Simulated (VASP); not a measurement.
Set up this calculation in VASP 6.6.1, as the native input.

| Property | Result |
| --- | --- |
| Task | single point |
| Functional | LDA |
| Potentials or basis | VASP PAW LDA potentials, release 64 (Al, N) |
| Cutoff | 600 eV |
| k mesh | 12 × 12 × 6 |
| Occupations | fermi-dirac, width 0.2 eV |
| Spin | no spin polarisation |
| Dipole correction | no |
| Further INCAR settings | ALGO = Normal; EDIFF = 1e-06; NBANDS = 16 |

The structure of AlN lies in POSCAR:

```
AlN
1.0
    3.3755762730      0.0015933296     -0.0281843949
   -1.6864082726      2.8520027324     -0.0066579280
   -0.0356339990     -0.0302932552      4.2430394457
Al N
2 2
Direct
    0.4586595860      0.7208913607      0.7204983735
    0.5984847084      0.4130585559      0.2347972184
    0.3167480597      0.6239492690      0.2915061583
    0.6261076459      0.2421008144      0.7531982498
```

This cell differs from its parent crystal: atoms moved at random and the cell strained at random.

These files were run (other wordings do the same):

INCAR

```
SYSTEM = AlN
ALGO = Normal
EDIFF = 1E-6
ENCUT = 600
GGA = CA
GGA_COMPAT = .False.
ISIF = 2
ISMEAR = -1
LASPH = .True.
LCHARG = .False.
LREAL = .False.
LWAVE = .False.
NBANDS = 16
NELM = 120
PREC = Accurate
SIGMA = 0.2
```

KPOINTS

```
k-points
0
Gamma
  12 12 6
  0 0 0
```

Potentials or basis: VASP PAW LDA potentials, release 64 (Al, N).

Command:

```bash
$ cat potpaw_LDA.64/Al/POTCAR potpaw_LDA.64/N/POTCAR > POTCAR
$ mpirun -np 1 vasp_std > vasp.out
```

It gave:

```yaml
Pressure: 40.1 GPa
Largest_force: 19.659 eV/Å
Band_gap_on_the_k_mesh: 2.80 eV
```

Caveat: the cell differs from its parent crystal (atoms moved at random and the cell strained at random); the cell stands under pressure; forces of over 1 eV/Å act on the atoms, so gaps and moduli don't describe the material at rest.

It took 3.2 min on 1 thread of AMD EPYC 9R45 96-Core Processor (Zen 5) (shared host), peak memory 0.34 GiB.
